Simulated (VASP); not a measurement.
Wanted: the native input for a VASP 6.6.1 run.

```yaml
Task: relaxation of cell and atoms
Functional: PBE
Potentials_or_basis: VASP PAW PBE potentials, release 64 (Tm_3, B, Au), 4f in core
Cutoff: 500 eV
k_mesh: 4 × 4 × 4
Occupations: gaussian, width 0.2 eV
Spin: no spin polarisation
Dipole_correction: no
Further_INCAR_settings: ALGO = Normal; EDIFF = 1e-07; IBRION = 2; EDIFFG = -0.08; NSW = 36; ISIF = 3
```

The structure of TmB3Au lies in POSCAR:

```
TmB3Au
1.0
    5.4581921700      0.0000000000      0.0000000000
   -2.7290960800      4.7269330800      0.0000000000
    0.0000000000      0.0000000000      4.6349509500
Tm B Au
2 6 2
Direct
    0.3333333300      0.6666666700      0.7500000000
    0.6666666700      0.3333333300      0.2500000000
    0.1566000000      0.8434000000      0.2500000000
    0.3132000000      0.1566000000      0.7500000000
    0.1566000000      0.3132000000      0.2500000000
    0.8434000000      0.1566000000      0.7500000000
    0.6868000000      0.8434000000      0.2500000000
    0.8434000000      0.6868000000      0.7500000000
    0.0000000000      0.0000000000      0.0000000000
    0.0000000000      0.0000000000      0.5000000000
```

The cell was generated, and may not be a known phase.

One way to write it, as run:

INCAR

```
ALGO = Normal
EDIFF = 1E-7
EDIFFG = -0.08
ENCUT = 500
GGA = PE
GGA_COMPAT = False
IBRION = 2
ISIF = 3
ISMEAR = 0
LASPH = True
LCHARG = False
LMAXMIX = 6
LREAL = False
LWAVE = False
NELM = 200
NELMIN = 4
NSW = 36
PREC = Accurate
SIGMA = 0.2
```

KPOINTS

```
k-points
0
Gamma
  4 4 4
```

Potentials or basis: VASP PAW PBE potentials, release 64 (Tm_3, B, Au), 4f in core.

Run with:

```bash
$ cat potpaw_PBE.64/Tm_3/POTCAR potpaw_PBE.64/B/POTCAR potpaw_PBE.64/Au/POTCAR > POTCAR
$ mpirun -np 1 vasp_std > vasp.out
```

It gave:

* Relaxed volume: 12.12 Å³/atom
* Relaxed cell: a = 5.086 Å, b = 5.086 Å, c = 5.412 Å, α = 90.00°, β = 90.00°, γ = 120.00°
* Space group after relaxing (to 0.1 Å): P6_3/mmc (No. 194)
* Pressure after relaxing: -0.1 GPa
* Largest force after relaxing: 0.013 eV/Å
* Band gap on the k mesh: zero (bands 29 and 30 overlap by 1.52 eV)

Caveat: a cell axis changed by over 15 % at a fixed basis, so the end point is rough; spin-orbit coupling is left out, which moves the levels of the heavy elements; the 4f electrons are frozen in the core, so they carry no moment and show no levels.

Wall time 12 min on 1 thread of Intel(R) Xeon(R) 6975P-C (Granite Rapids) (shared host), peak memory 0.26 GiB.
